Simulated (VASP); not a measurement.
# Ru (P6_3/mmc) in VASP: notebook

Ru is run at these levels: LDA; tasks: single point.

All numbers are computed with VASP 6.6.1; they aren't measurements. Logs are shortened: lines on timing, memory, paths and dates and some standing lists are left out, and cuts for length are marked.

## 1. The cell of the first run

Symmetry: P6_3/mmc, No. 194, hexagonal system. Conventional cell: a = 2.706 Å, b = 2.706 Å, c = 4.603 Å, α = 90.00°, β = 90.00°, γ = 120.00°. Within 3.6 Å of Ru (site symmetry -6m2) lie 12 Ru at 2.71 to 2.78 Å.

## 2. Single point, LDA (strain +0.0750 x Voigt [0, 0, 1, 0, 0, 0])

Input file INCAR:

```
SYSTEM = Ru
  PREC = Accurate
  ENCUT = 520
  EDIFF = 1E-7
  ISMEAR = 0
  SIGMA = 0.15
  LREAL = .False.
  LASPH = .True.
  NELM = 100
  ALGO = Fast
  ISIF = 2
  LWAVE = .False.
  LCHARG = .True.
  LELF = .True.
  LVHAR = .True.
  NBANDS = 21
```

Input file KPOINTS:

```
Automatic mesh
0
Gamma
  21 21 12
  0 0 0
```

Input file POSCAR:

```
Ru
1.0
    2.7057993342      0.0000000000      0.0000000000
   -1.3528996671      2.3432909610      0.0000000000
    0.0000000000      0.0000000000      4.6030425000
Ru
2
Direct
    0.3333333333      0.6666666667      0.2500000000
    0.6666666667      0.3333333333      0.7500000000
```

Potentials or basis: VASP PAW LDA potentials, release 64 (Ru_pv).

Launch:

```sh
> cat potpaw_LDA.64/Ru_pv/POTCAR > POTCAR
> mpirun -np 1 vasp_std > vasp.out
```

OUTCAR:

```text
SYSTEM = Ru
   PREC = Accurate
   ENCUT = 520
   EDIFF = 1E-7
   ISMEAR = 0
   LREAL = .False.
   LASPH = .True.
   NELM = 100
   ISIF = 2

 ion  position               nearest neighbor table
   1  0.333  0.667  0.250-   2 2.78   2 2.78   2 2.78   2 2.78   2 2.78   2 2.78
   2  0.667  0.333  0.750-   1 2.78   1 2.78   1 2.78   1 2.78   1 2.78   1 2.78

  LATTYP: Found a hexagonal cell.
 ALAT       =     2.7057993342
 C/A-ratio  =     1.7011765957

  Lattice vectors:

 A1 = (   2.7057993342,   0.0000000000,   0.0000000000)
 A2 = (  -1.3528996671,   2.3432909610,   0.0000000000)
 A3 = (   0.0000000000,   0.0000000000,   4.6030425000)

Analysis of symmetry for initial positions (statically):
=====================================================================
 Subroutine PRICEL returns:
 Original cell was already a primitive cell.

 Routine SETGRP: Setting up the symmetry group for a
 hexagonal supercell.

 Subroutine GETGRP returns: Found 24 space group operations
 (whereof 12 operations were pure point group operations)
 out of a pool of 24 trial point group operations.

The static configuration has the point symmetry D_3d.
 The point group associated with its full space group is D_6h.

Analysis of symmetry for dynamics (positions and initial velocities):
=====================================================================
 Subroutine PRICEL returns:
 Original cell was already a primitive cell.

 Routine SETGRP: Setting up the symmetry group for a
 hexagonal supercell.

 Subroutine GETGRP returns: Found 24 space group operations
 (whereof 12 operations were pure point group operations)
 out of a pool of 24 trial point group operations.

The dynamic configuration has the point symmetry D_3d.
 The point group associated with its full space group is D_6h.

 Subroutine INISYM returns: Found 24 space group operations
 (whereof 12 operations are pure point group operations),
 and found     1 'primitive' translations

----------------------------------------------------------------------------------------

                                     Primitive cell

  volume of cell :      29.1855

  direct lattice vectors                    reciprocal lattice vectors
     2.705799334  0.000000000  0.000000000     0.369576556  0.213375124  0.000000000
    -1.352899667  2.343290961  0.000000000     0.000000000  0.426750249  0.000000000
     0.000000000  0.000000000  4.603042500     0.000000000  0.000000000  0.217247614

  length of vectors
     2.705799334  2.705799334  4.603042500     0.426750249  0.426750249  0.217247614

  position of ions in fractional coordinates (direct lattice)
     0.333333333  0.666666667  0.250000000
     0.666666667  0.333333333  0.750000000

  ion indices of the primitive-cell ions
   primitive index   ion index
                 1           1
                 2           2

----------------------------------------------------------------------------------------

 KPOINTS: Automatic mesh

Automatic generation of k-mesh.
 Grid dimensions read from file:
 generate k-points for:   21   21   12

 Generating k-lattice:

  Cartesian coordinates                     Fractional coordinates (reciprocal lattice)
     0.017598884  0.010160720  0.000000000     0.047619048  0.000000000  0.000000000
     0.000000000  0.020321440  0.000000000     0.000000000  0.047619048  0.000000000
     0.000000000  0.000000000  0.018103968     0.000000000  0.000000000  0.083333333

  Length of vectors
     0.020321440  0.020321440  0.018103968

  Shift w.r.t. Gamma in fractional coordinates (k-lattice)
     0.000000000  0.000000000  0.000000000

 Subroutine IBZKPT returns following result:
 ===========================================

 Found    336 irreducible k-points:

 Following reciprocal coordinates:
            Coordinates               Weight
  0.000000  0.000000  0.000000      1.000000
  0.047619 -0.000000  0.000000      6.000000
  0.095238 -0.000000  0.000000      6.000000
  0.142857  0.000000  0.000000      6.000000
  0.190476 -0.000000  0.000000      6.000000
  0.238095 -0.000000  0.000000      6.000000
[... 16 lines left out ...]
  0.142857  0.095238  0.000000     12.000000
  0.190476  0.095238  0.000000     12.000000
 [... further k-points ...]
   k-points           NKPTS =    336   k-points in BZ     NKDIM =    336   number of bands    NBANDS=     21
   number of dos      NEDOS =    301   number of ions     NIONS =      2
   total plane-waves  NPLWV =  14400
   dimension x,y,z NGX =    20 NGY =   20 NGZ =   36
   dimension x,y,z NGXF=    40 NGYF=   40 NGZF=   72
   ions per type =               2
   NGX,Y,Z   is equivalent  to a cutoff of  12.29, 12.29, 13.00 a.u.
   NGXF,Y,Z  is equivalent  to a cutoff of  24.58, 24.58, 26.00 a.u.
 SYSTEM =  Ru
   PREC   = accura    normal or accurate (medium, high low for compatibility)
   ISTART =      0    job   : 0-new  1-cont  2-samecut
   ICHARG =      2    charge: 1-file 2-atom 10-const
   ISPIN  =      1    spin polarized calculation?
   LNONCOLLINEAR =      F non collinear calculations
   LSORBIT =      F    spin-orbit coupling
   LASPH  =      T    aspherical Exc in radial PAW
   ENCUT  =  520.0 eV  38.22 Ry    6.18 a.u.   5.03  5.03  8.56*2*pi/ulx,y,z
   NELM   =    100;   NELMIN=  2; NELMDL= -5     # of ELM steps
   EDIFF  = 0.1E-06   stopping-criterion for ELM
   LREAL  =      F    real-space projection
   EDIFFG = 0.1E-05   stopping-criterion for IOM
   NSW    =      0    number of steps for IOM
   IBRION =     -1    ionic relax: 0-MD 1-quasi-New 2-CG
   NFREE  =      0    steps in history (QN), initial steepest desc. (CG)
   ISIF   =      2    stress and relaxation
   ISYM   =      2    0-nonsym 1-usesym 2-fastsym
   POTIM  = 0.5000    time-step for ionic-motion
   TEBEG  =    0.0;   TEEND  =   0.0 temperature during run
   PSTRESS=    0.0 pullay stress
   NELECT =      28.0000    total number of electrons
   NUPDOWN=      -1.0000    fix difference up-down
   EMIN   =  10.00;   EMAX   =-10.00  energy-range for DOS
   EFERMI =   0.00;   METHOD = LEGACY
   ISMEAR =     0;   SIGMA  =   0.15  broadening in eV -4-tet -1-fermi 0-gaus
   EFERMI_NEDOS =   21; number of points for ismear=-14 and -15
   IALGO  =     68    algorithm
   IMIX   =      4    mixing-type and parameters
     AMIX     =   0.40;   BMIX     =  1.00
     AMIX_MAG =   1.60;   BMIX_MAG =  1.00
  volume/ion in A,a.u.               =      14.59        98.48
  Fermi-wavevector in a.u.,A,eV,Ry     =   1.614626  3.051201 35.470617  2.607017
  Thomas-Fermi vector in A             =   2.709504
   LORBIT       =      0    0 simple, 1 ext, 2 COOP (PROOUT), +10 PAW based schemes
   GGA     = CA    functional components
   LHFCALC =     F    Hartree Fock is set to
   AEXX    =    0.0000 exact exchange contribution
   IVDW    =     0    specifies the selected vdW correction
   LEPSILON=     F    determine dielectric tensor
   LRPA    =     F    only Hartree local field effects (RPA)
 non-spin polarized calculation
 RMM-DIIS sequential band-by-band and
 Gauss-broadening in eV      SIGMA  =   0.15
  energy-cutoff  :      520.00
  volume of cell :       29.19
 maximum number of plane-waves:       813
 NGX is ok and might be reduce to    20
   NGX =  9   NGY =  9   NGZ = 17

 number of electron      28.0000010 magnetization

 Free energy of the ion-electron system (eV)
  ---------------------------------------------------
  ext. energy  EPLUGINS =         0.00000000
  ---------------------------------------------------
  free energy    TOTEN  =       -20.96081666 eV

  energy without entropy =      -20.94142744  energy(sigma->0) =      -20.95112205

 E-fermi :  11.4089     XC(G=0): -13.9424

 val. band max:       11.3946002902   @ k =   0.1905  -0.0000   0.3333
 cond. band min:      11.4111342436   @ k =   0.1429   0.0952   0.3333
 fundamental gap:      0.0165339534
 Fermi energy:        11.4089435497

 k-point     1 :       0.0000    0.0000    0.0000
  band No.  band energies     occupation
      1     -31.7039      2.00000
      2     -30.9637      2.00000
      3     -30.9637      2.00000
      4     -30.9369      2.00000
      5     -30.8718      2.00000
      6     -30.8718      2.00000
[... 13 lines left out ...]
     20      21.4780      0.00000
     21      21.4799      0.00000

 k-point     2 :       0.0476   -0.0000    0.0000
  band No.  band energies     occupation
      1     -31.6978      2.00000
      2     -30.9805      2.00000
      3     -30.9687      2.00000
      4     -30.9384      2.00000
      5     -30.8890      2.00000
      6     -30.8747      2.00000
[... 13 lines left out ...]
     20      21.4780      0.00000
     21      21.4799      0.00000

 k-point     3 :       0.0952   -0.0000    0.0000
  band No.  band energies     occupation
      1     -31.6799      2.00000
      2     -31.0295      2.00000
      3     -30.9831      2.00000
      4     -30.9433      2.00000
      5     -30.9390      2.00000
      6     -30.8835      2.00000
[... 13 lines left out ...]
     20      21.4780      0.00000
     21      21.4798      0.00000

 k-point     4 :       0.1429    0.0000    0.0000
  band No.  band energies     occupation
      1     -31.6510      2.00000
      2     -31.1061      2.00000
      3     -31.0163      2.00000
      4     -31.0052      2.00000
      5     -30.9515      2.00000
      6     -30.8974      2.00000
[... 13 lines left out ...]
     20      21.4779      0.00000
     21      21.4797      0.00000

 k-point     5 :       0.1905   -0.0000    0.0000
  band No.  band energies     occupation
      1     -31.6127      2.00000
      2     -31.2035      2.00000
      3     -31.1133      2.00000
      4     -31.0329      2.00000
      5     -30.9636      2.00000
      6     -30.9156      2.00000
[... 13 lines left out ...]
     20      21.4779      0.00000
     21      21.4795      0.00000
[... 382 lines left out ...]
     20      22.0217      0.00000
     21      24.3622      0.00000

 k-point    22 :       0.0952    0.0952    0.0000
  band No.  band energies     occupation
      1     -31.6342      2.00000
      2     -31.1368      2.00000
      3     -31.0820      2.00000
      4     -30.9982      2.00000
      5     -30.9566      2.00000
      6     -30.9151      2.00000
[... 13 lines left out ...]
     20      21.4779      0.00000
     21      21.4796      0.00000

 k-point    23 :       0.1429    0.0952    0.0000
  band No.  band energies     occupation
      1     -31.5968      2.00000
      2     -31.2209      2.00000
      3     -31.1689      2.00000
      4     -31.0317      2.00000
      5     -30.9689      2.00000
      6     -30.9396      2.00000
[... 13 lines left out ...]
     20      21.4779      0.00000
     21      21.4795      0.00000

 k-point    24 :       0.1905    0.0952    0.0000
  band No.  band energies     occupation
      1     -31.5521      2.00000
      2     -31.3197      2.00000
      3     -31.2607      2.00000
      4     -31.0708      2.00000
      5     -30.9853      2.00000
      6     -30.9656      2.00000
[... 13 lines left out ...]
     20      21.4778      0.00000
     21      21.4793      0.00000

 [... further k-points ...]

------------------------ aborting loop because EDIFF is reached ----------------------------------------

  FORCE on cell =-STRESS in cart. coord.  units (eV):
  Direction    XX          YY          ZZ          XY          YZ          ZX
  --------------------------------------------------------------------------------------
  -------------------------------------------------------------------------------------
  Total       -3.6110535     -3.6110535     -8.6401523      0.0000000     -0.0000000      0.0000000
  in kB     -198.2338057   -198.2338057   -474.3131791      0.0000000     -0.0000000      0.0000000
  external PRESSURE =    -290.2602635 kB  Pullay stress =       0.0000000 kB

 VOLUME and BASIS-vectors are now :
 -----------------------------------------------------------------------------
  energy-cutoff  :      520.00
  volume of cell :       29.19
      direct lattice vectors                 reciprocal lattice vectors
     2.705799334  0.000000000  0.000000000     0.369576556  0.213375124  0.000000000
    -1.352899667  2.343290961  0.000000000     0.000000000  0.426750249  0.000000000
     0.000000000  0.000000000  4.603042500     0.000000000  0.000000000  0.217247614

 POSITION                                       TOTAL-FORCE (eV/Angst)
 -----------------------------------------------------------------------------------
     -0.00000      1.56219      1.15076         0.000000      0.000000      0.000000
      1.35290      0.78110      3.45228        -0.000000     -0.000000      0.000000
 -----------------------------------------------------------------------------------
    total drift:                               -0.000000      0.000000     -0.000000

  FREE ENERGIE OF THE ION-ELECTRON SYSTEM (eV)
  ---------------------------------------------------
  free  energy   TOTEN  =       -20.9608166582 eV

  energy  without entropy=      -20.9414274424  energy(sigma->0) =      -20.95112205
```

Run time: 4 min. Hardware: 1 thread of AMD EPYC 7R43 (Zen 3), shared host; peak memory 0.22 GiB.

What came out:

```yaml
Free_energy: -20.9608 eV
Pressure: -29.0 GPa
Band_gap_on_the_k_mesh: zero (band 14 reaches 12.85 eV, above the bottom of band 15 at 10.20 eV)
```

Caveat: the cell differs from its parent crystal (strain +0.0750 x Voigt [0, 0, 1, 0, 0, 0]).

(Part 1 of 2 ends here.)
